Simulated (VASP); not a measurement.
Here is a VASP 6.6.1 calculation.

File INCAR:

```
SYSTEM = Mo
ALGO = Fast
EDIFF = 1E-6
ENCUT = 520
GGA = PE
ISIF = 2
ISMEAR = 0
LASPH = .TRUE.
LCHARG = .FALSE.
LREAL = .FALSE.
LWAVE = .FALSE.
NBANDS = 51
NELM = 60
PREC = Accurate
SIGMA = 0.1
```

File KPOINTS:

```
k-points
0
G
  12 12 8
  0 0 0
```

The input POSCAR:

```
Mo
1.0
    0.0000000000      3.1630916395     -3.1630916395
    3.1630916395     -3.1630916395      0.0000000000
   -3.1569472457     -3.1569472457     -3.1569472457
Mo
6
Direct
    0.6666666667      0.3333333333      0.8333333333
    0.3333333333      0.6666666667      0.6666666667
    0.0000000000      0.0000000000      0.5000000000
    0.6666666667      0.3333333333      0.3333333333
    0.3333333333      0.6666666667      0.1666666667
    0.0000000000      0.0000000000      0.0000000000
```

Potentials or basis: VASP PAW PBE potentials, release 64 (Mo_sv).

The run is started by

```bash
$ cat potpaw_PBE.64/Mo_sv/POTCAR > POTCAR
$ mpirun -np 1 vasp_std > vasp.out
```

(1) What does it give for the band gap on the k mesh?

(2) Estimate the pressure.

Results:

(1) zero (bands 42 and 43 overlap by 1.52 eV).

(2) 0.5 GPa.
